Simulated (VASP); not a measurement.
Write the native input for VASP 6.6.1 that does the following.

```
Task                   : single point
Functional             : LDA
Potentials or basis    : VASP PAW LDA potentials, release 64 (Ga_d)
Cutoff                 : 520 eV
k mesh                 : 15 × 15 × 15
Occupations            : fermi-dirac, width 0.1 eV
Spin                   : no spin polarisation
Dipole correction      : no
Further INCAR settings : ALGO = Normal; EDIFF = 1e-07; NBANDS = 20
```

The structure of Ga lies in POSCAR:

```
Ga
1.0
    0.0000000000      2.1844160737      2.1844160737
    2.1844160737      0.0000000000      2.1844160737
    2.1844160737      2.1844160737      0.0000000000
Ga
2
Direct
   -0.1250000000     -0.1250000000     -0.1250000000
    0.1250000000      0.1250000000      0.1250000000
```

One way to write it, as run:

INCAR

```
SYSTEM = Ga
PREC = Accurate
ENCUT = 520
EDIFF = 1E-7
ISMEAR = -1
SIGMA = 0.1
LREAL = .False.
LASPH = .True.
NELM = 60
ALGO = Normal
ISIF = 2
LWAVE = .False.
LCHARG = .True.
LELF = .True.
LVHAR = .True.
NBANDS = 20
```

KPOINTS

```
regular mesh
0
Gamma
  15 15 15
  0 0 0
```

Potentials or basis: VASP PAW LDA potentials, release 64 (Ga_d).

Command:

```sh
$ cat potpaw_LDA.64/Ga_d/POTCAR > POTCAR
$ mpirun -np 1 vasp_std > vasp.out
```

It gave:

```json
{
 "Pressure": "243.9 GPa",
 "Band gap on the k mesh": "zero (band 13 reaches 18.81 eV, above the bottom of band 14 at 8.09 eV)"
}
```

It took 80 s on 1 thread of AMD EPYC 7R13 (shared host), peak memory 0.13 GiB.
